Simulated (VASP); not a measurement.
Runs of VASP 6.6.1 on Ge. The structure is that of space group I4/mmm (No. 139), or close to it. The cells are those of the table. The cell was generated, and may not be a known phase.

```csv
task,cell,k mesh,cutoff (eV),gap on the mesh (eV),pressure (GPa),relaxed volume (Å³/atom)
relaxation of cell and atoms,"relaxed from a = 2.958 Å, angles 104.0, 104.0, 121.1°, 1 atom",24 × 24 × 24,600,none,0.0,(a)
single point,"a = 3.189 Å, angles 118.8, 105.3, 104.7°, 1 atom",8 × 8 × 8,520,none,-9.3,-
single point,"a = 2.950 Å, angles 105.1, 105.1, 118.6°, 1 atom",24 × 24 × 24,520,none,-0.1,-
relaxation of cell and atoms,"relaxed from a = 3.189 Å, angles 118.8, 105.3, 104.7°, 1 atom",8 × 8 × 8,600,none,0.1,19.36
single point,"a = 2.958 Å, angles 121.1, 104.3, 103.6°, 1 atom",8 × 8 × 8,520,none,-0.1,-
```

Alike in all rows: level PBE; potentials or basis VASP PAW PBE potentials, release 64 (Ge_d); no spin polarisation; smearing gaussian 0.1 eV.

**Question.** Fill in the values left out.

**Answer.** (a) 19.40.

Caveats: the cell stands under tension (at least some runs); the volume moved by over 15 % at a fixed basis, so the end points are rough (at least some runs).

A k mesh can miss the band edges, and the runs leave out spin-orbit coupling on Ge.

A gap of «none» marks levels without a gap at the run's occupations.
